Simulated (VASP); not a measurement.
Set up this calculation in VASP 6.6.1, as the native input.

| Item | Value |
| --- | --- |
| Task | single point |
| Functional | PBE |
| Potentials or basis | VASP PAW PBE potentials, release 64 (Mn_pv, S) |
| Cutoff | 520 eV |
| k mesh | 8 × 8 × 5 |
| Occupations | fermi-dirac, width 0.05 eV |
| Spin | collinear spin, ferromagnetic start |
| Starting moments | [4.5, 4.5, 0.0, 0.0] μB |
| Dipole correction | no |
| Further INCAR settings | ALGO = Normal; EDIFF = 1e-06; NBANDS = 31 |

The structure of MnS (Rambergite) lies in POSCAR:

```
MnS
1.0
    3.9760000000      0.0000000000      0.0000000000
   -1.9880000000      3.4433170100      0.0000000000
    0.0000000000      0.0000000000      6.4320000000
Mn S
2 2
Direct
    0.3333333300      0.6666666700      0.0000000000
    0.6666666700      0.3333333300      0.5000000000
    0.3333333300      0.6666666700      0.3850000000
    0.6666666700      0.3333333300      0.8850000000
```

These files were run (other wordings do the same):

INCAR

```
SYSTEM = MnS
PREC = Accurate
ENCUT = 520
EDIFF = 1E-6
ISMEAR = -1
SIGMA = 0.05
LREAL = .FALSE.
LASPH = .TRUE.
NELM = 150
ALGO = Normal
ISIF = 2
LWAVE = .FALSE.
LCHARG = .FALSE.
ISPIN = 2
MAGMOM = 4.5 4.5 0 0
LORBIT = 11
LMAXMIX = 4
GGA = PE
NBANDS = 31
```

KPOINTS

```
Automatic mesh
0
G
  8 8 5
  0 0 0
```

Potentials or basis: VASP PAW PBE potentials, release 64 (Mn_pv, S).

Command:

```console
$ cat potpaw_PBE.64/Mn_pv/POTCAR potpaw_PBE.64/S/POTCAR > POTCAR
$ mpirun -np 1 vasp_std > vasp.out
```

It gave:

```
Pressure                                              : 1.3 GPa
Largest force                                         : 0.187 eV/Å
Net moment                                            : 9.92 μB per cell
Site moments                                          : Mn +4.35; S +0.10 μB
Valence electrons inside the program's atomic spheres : Mn 11.37; S 3.77
```

Caveat: only a ferromagnetic start was run, and an antiferromagnetic order may lie lower in energy.

Run time: 3.2 min on 1 thread of Oxide Virtual Turin-like Processor, on a shared host, peak memory 0.26 GiB.
